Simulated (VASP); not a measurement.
# CdSeS4 (F-43m) in VASP: further runs

The runs below take CdSeS4 through single point, relaxation of cell and atoms, with PBE.

All numbers are computed with VASP 6.6.1; they aren't measurements. Logs are shortened: lines on timing, memory, paths and dates and some standing lists are left out, and cuts for length are marked.

### Step 1. The cell of the first run

It takes space group F-43m (No. 216, cubic). Conventional cell: a = 7.863 Å, b = 7.863 Å, c = 7.863 Å, α = 90.00°, β = 90.00°, γ = 90.00°. Cd (site symmetry -43m) has 12 S at 3.31 Å and 4 Se at 3.40 Å within 4.4 Å. Within 4.2 Å of Se (site symmetry -43m) lie 12 S at 3.23 Å and 4 Cd at 3.40 Å. S (site symmetry 3m) has 3 S at 2.38 Å within 3.1 Å.

### Step 2. Single point, PBE

The input, INCAR:

```
ALGO = Normal
EDIFF = 1E-6
ENCUT = 520
GGA = PE
ISIF = 2
ISMEAR = 0
LASPH = True
LCHARG = False
LREAL = False
LWAVE = False
NBANDS = 30
NELM = 100
PREC = Accurate
SIGMA = 0.1
```

The input, KPOINTS:

```
k-points
0
Gamma
  4 4 4
```

The input, POSCAR:

```
CdSeS4
1.0
    0.0000000000      3.9316944374      3.9316944374
    3.9316944374      0.0000000000      3.9316944374
    3.9316944374      3.9316944374      0.0000000000
Cd Se S
1 1 4
Direct
    0.7500000000      0.7500000000      0.7500000000
    0.0000000000      0.0000000000      0.0000000000
    0.9290809264      0.3569730245      0.3569730245
    0.3569730245      0.3569730245      0.3569730245
    0.3569730245      0.9290809264      0.3569730245
    0.3569730245      0.3569730245      0.9290809264
```

Potentials or basis: VASP PAW PBE potentials, release 64 (Cd, Se, S).

Command:

```bash
$ cat potpaw_PBE.64/Cd/POTCAR potpaw_PBE.64/Se/POTCAR potpaw_PBE.64/S/POTCAR > POTCAR
$ mpirun -np 1 vasp_std > vasp.out
```

OUTCAR:

```text
EDIFF = 1E-6
   ENCUT = 520
   GGA = PE
   ISIF = 2
   ISMEAR = 0
   LASPH = True
   LREAL = False
   NELM = 100
   PREC = Accurate

 ion  position               nearest neighbor table
   1  0.750  0.750  0.750-
   2  0.000  0.000  0.000-
   3  0.929  0.357  0.357-   4 2.38   5 2.38   6 2.38
   4  0.357  0.357  0.357-   3 2.38   5 2.38   6 2.38
   5  0.357  0.929  0.357-   3 2.38   4 2.38   6 2.38
   6  0.357  0.357  0.929-   3 2.38   4 2.38   5 2.38

  LATTYP: Found a face centered cubic cell.
 ALAT       =     7.8633888748

  Lattice vectors:

 A1 = (   0.0000000000,   3.9316944374,   3.9316944374)
 A2 = (   3.9316944374,   0.0000000000,   3.9316944374)
 A3 = (   3.9316944374,   3.9316944374,   0.0000000000)

Analysis of symmetry for initial positions (statically):
=====================================================================
 Subroutine PRICEL returns:
 Original cell was already a primitive cell.

 Routine SETGRP: Setting up the symmetry group for a
 face centered cubic supercell.

 Subroutine GETGRP returns: Found 24 space group operations
 (whereof 24 operations were pure point group operations)
 out of a pool of 48 trial point group operations.

The static configuration has the point symmetry T_d .

Analysis of symmetry for dynamics (positions and initial velocities):
=====================================================================
 Subroutine PRICEL returns:
 Original cell was already a primitive cell.

 Routine SETGRP: Setting up the symmetry group for a
 face centered cubic supercell.

 Subroutine GETGRP returns: Found 24 space group operations
 (whereof 24 operations were pure point group operations)
 out of a pool of 48 trial point group operations.

The dynamic configuration has the point symmetry T_d .

 Subroutine INISYM returns: Found 24 space group operations
 (whereof 24 operations are pure point group operations),
 and found     1 'primitive' translations

----------------------------------------------------------------------------------------

                                     Primitive cell
[... 77 lines left out ...]
   LNONCOLLINEAR =      F non collinear calculations
   LSORBIT =      F    spin-orbit coupling
   LASPH  =      T    aspherical Exc in radial PAW
   ENCUT  =  520.0 eV  38.22 Ry    6.18 a.u.  10.34 10.34 10.34*2*pi/ulx,y,z
   NELM   =    100;   NELMIN=  2; NELMDL= -5     # of ELM steps
   EDIFF  = 0.1E-05   stopping-criterion for ELM
   LREAL  =      F    real-space projection
   EDIFFG = 0.1E-04   stopping-criterion for IOM
   NSW    =      0    number of steps for IOM
   IBRION =     -1    ionic relax: 0-MD 1-quasi-New 2-CG
   NFREE  =      0    steps in history (QN), initial steepest desc. (CG)
   ISIF   =      2    stress and relaxation
   ISYM   =      2    0-nonsym 1-usesym 2-fastsym
   POTIM  = 0.5000    time-step for ionic-motion
   TEBEG  =    0.0;   TEEND  =   0.0 temperature during run
   PSTRESS=    0.0 pullay stress
   NELECT =      42.0000    total number of electrons
   NUPDOWN=      -1.0000    fix difference up-down
   EMIN   =  10.00;   EMAX   =-10.00  energy-range for DOS
   EFERMI =   0.00;   METHOD = LEGACY
   ISMEAR =     0;   SIGMA  =   0.10  broadening in eV -4-tet -1-fermi 0-gaus
   EFERMI_NEDOS =   21; number of points for ismear=-14 and -15
   IALGO  =     38    algorithm
   IMIX   =      4    mixing-type and parameters
     AMIX     =   0.40;   BMIX     =  1.00
     AMIX_MAG =   1.60;   BMIX_MAG =  1.00
  volume/ion in A,a.u.               =      20.26       136.71
  Fermi-wavevector in a.u.,A,eV,Ry     =   1.148775  2.170869 17.955379  1.319683
  Thomas-Fermi vector in A             =   2.285448
   LORBIT       =      0    0 simple, 1 ext, 2 COOP (PROOUT), +10 PAW based schemes
   GGA     = PE    functional components
   LHFCALC =     F    Hartree Fock is set to
   AEXX    =    0.0000 exact exchange contribution
   IVDW    =     0    specifies the selected vdW correction
   LEPSILON=     F    determine dielectric tensor
   LRPA    =     F    only Hartree local field effects (RPA)
 non-spin polarized calculation
 Gauss-broadening in eV      SIGMA  =   0.10
  energy-cutoff  :      520.00
  volume of cell :      121.55
 maximum number of plane-waves:      3299
 NGX is ok and might be reduce to    42
   NGX = 21   NGY = 21   NGZ = 21

 number of electron      41.9999995 magnetization

 Free energy of the ion-electron system (eV)
  ---------------------------------------------------
  ext. energy  EPLUGINS =         0.00000000
  ---------------------------------------------------
  free energy    TOTEN  =       -15.32345919 eV

  energy without entropy =      -15.29742538  energy(sigma->0) =      -15.31044228

 E-fermi :   4.7774     XC(G=0): -10.2078

 val. band max:        4.7128241371   @ k =   0.2500   0.2500   0.0000
 cond. band min:       4.7820857466   @ k =  -0.2500   0.5000   0.2500
 fundamental gap:      0.0692616095
 Fermi energy:         4.7774164908

 k-point     1 :       0.0000    0.0000    0.0000
  band No.  band energies     occupation
      1     -12.3296      2.00000
      2      -7.3729      2.00000
      3      -7.3729      2.00000
      4      -7.3729      2.00000
      5      -7.1125      2.00000
      6      -3.4693      2.00000
[... 253 lines left out ...]
     29      10.8412      0.00000
     30      12.5111      0.00000

------------------------ aborting loop because EDIFF is reached ----------------------------------------

  FORCE on cell =-STRESS in cart. coord.  units (eV):
  Direction    XX          YY          ZZ          XY          YZ          ZX
  --------------------------------------------------------------------------------------
  -------------------------------------------------------------------------------------
  Total        0.0176804      0.0176804      0.0176804      0.0000000      0.0000000      0.0000000
  in kB        0.2330419      0.2330419      0.2330419      0.0000000      0.0000000      0.0000000
  external PRESSURE =       0.2330419 kB  Pullay stress =       0.0000000 kB

 VOLUME and BASIS-vectors are now :
 -----------------------------------------------------------------------------
  energy-cutoff  :      520.00
  volume of cell :      121.55
      direct lattice vectors                 reciprocal lattice vectors
     0.000000000  3.931694437  3.931694437    -0.127171632  0.127171632  0.127171632
     3.931694437  0.000000000  3.931694437     0.127171632 -0.127171632  0.127171632
     3.931694437  3.931694437  0.000000000     0.127171632  0.127171632 -0.127171632

 POSITION                                       TOTAL-FORCE (eV/Angst)
 -----------------------------------------------------------------------------------
      5.89754      5.89754      5.89754         0.000000      0.000000      0.000000
      0.00000      0.00000      0.00000         0.000000      0.000000      0.000000
      2.80702      5.05637      5.05637        -0.032757      0.032757      0.032757
      2.80702      2.80702      2.80702        -0.032757     -0.032757     -0.032757
      5.05637      2.80702      5.05637         0.032757     -0.032757      0.032757
      5.05637      5.05637      2.80702         0.032757      0.032757     -0.032757
 -----------------------------------------------------------------------------------
    total drift:                                0.000000      0.000000      0.000000

  FREE ENERGIE OF THE ION-ELECTRON SYSTEM (eV)
  ---------------------------------------------------
  free  energy   TOTEN  =       -15.3234591865 eV

  energy  without entropy=      -15.2974253772  energy(sigma->0) =      -15.31044228
```

stdout:

```text
POSCAR found type information on POSCAR CdSeS
 POSCAR found :  3 types and       6 ions
 scaLAPACK will be used
 LDA part: xc-table for (Slater+PW92), standard interpolation
 POSCAR, INCAR and KPOINTS ok, starting setup
 FFT: planning ... GRIDC
 FFT: planning ... GRID_SOFT
 FFT: planning ... GRID
 WAVECAR not read
 entering main loop
```

Wall time 23 s (1 thread of AMD EPYC 9R45 (Zen 5), shared host); peak memory 0.22 GiB.

Results:

| Item | Value |
| --- | --- |
| Free energy | -15.3235 eV |
| Pressure | 0.0 GPa |
| Largest force | 0.057 eV/Å |
| Band gap on the k mesh | zero (band 21 reaches 5.67 eV, above the bottom of band 22 at 4.59 eV) |

Forces on the atoms (eV/Å):
```
Cd   0.000  0.000  0.000
Se   0.000  0.000  0.000
S   -0.033  0.033  0.033
S   -0.033 -0.033 -0.033
S    0.033 -0.033  0.033
S    0.033  0.033 -0.033
```

### Step 3. Single point, PBE

This run uses another cell than the first one, of 24.40 Å³/atom, 1.205 times its volume.

The input, INCAR:

```
  PREC = Accurate
  ENCUT = 520
  EDIFF = 1E-6
  ISMEAR = 0
  SIGMA = 0.1
  LREAL = False
  LASPH = True
  NELM = 100
  ALGO = Normal
  ISIF = 2
  LWAVE = False
  LCHARG = False
  GGA = PE
  NBANDS = 30
```

The input, KPOINTS:

```
Automatic mesh
0
Gamma
  4 4 4
```

The input, POSCAR:

```
CdSeS4
1.0
    0.0000000000      4.1833038800      4.1833038800
    4.1833038800      0.0000000000      4.1833038800
    4.1833038800      4.1833038800      0.0000000000
Cd Se S
1 1 4
Direct
    0.7500000000      0.7500000000      0.7500000000
    0.0000000000      0.0000000000      0.0000000000
    0.8750647300      0.3749784200      0.3749784200
    0.3749784200      0.3749784200      0.3749784200
    0.3749784200      0.8750647300      0.3749784200
    0.3749784200      0.3749784200      0.8750647300
```

Potentials or basis: VASP PAW PBE potentials, release 64 (Cd, Se, S).

Command:

```bash
$ cat potpaw_PBE.64/Cd/POTCAR potpaw_PBE.64/Se/POTCAR potpaw_PBE.64/S/POTCAR > POTCAR
$ mpirun -np 1 vasp_std > vasp.out
```

It took 32 s on 1 thread of AMD EPYC 9R45 (Zen 5), shared host; peak memory 0.29 GiB.

Results (log left out):

```yaml
Free_energy: -13.9166 eV
Pressure: -8.8 GPa
Largest_force: 0.067 eV/Å
Band_gap_on_the_k_mesh: zero (band 21 reaches 3.28 eV, above the bottom of band 22 at 2.61 eV)
```

Forces on the atoms (eV/Å):
```
Cd   0.000  0.000  0.000
Se   0.000  0.000  0.000
S   -0.039  0.039  0.039
S   -0.039 -0.039 -0.039
S    0.039 -0.039  0.039
S    0.039  0.039 -0.039
```

Levels at points of the mesh, in eV from the Fermi level:
| k point | band 17 | band 18 | band 19 | band 20 | band 21 | band 22 | band 23 | band 24 |
| --- | --- | --- | --- | --- | --- | --- | --- | --- |
| (0.00, 0.00, 0.00) | -1.06 | -1.00 | -1.00 | -1.00 | 0.69 | 0.69 | 0.69 | 1.51 |
| (0.50, 0.00, 0.00) | -1.69 | -1.51 | -1.51 | -0.96 | 0.13 | 0.13 | 0.52 | 0.71 |
| (0.50, 0.50, 0.00) | -1.49 | -1.49 | -1.36 | -1.27 | -0.30 | 0.10 | 0.10 | 0.79 |

(Part 1 of 2 ends here.)
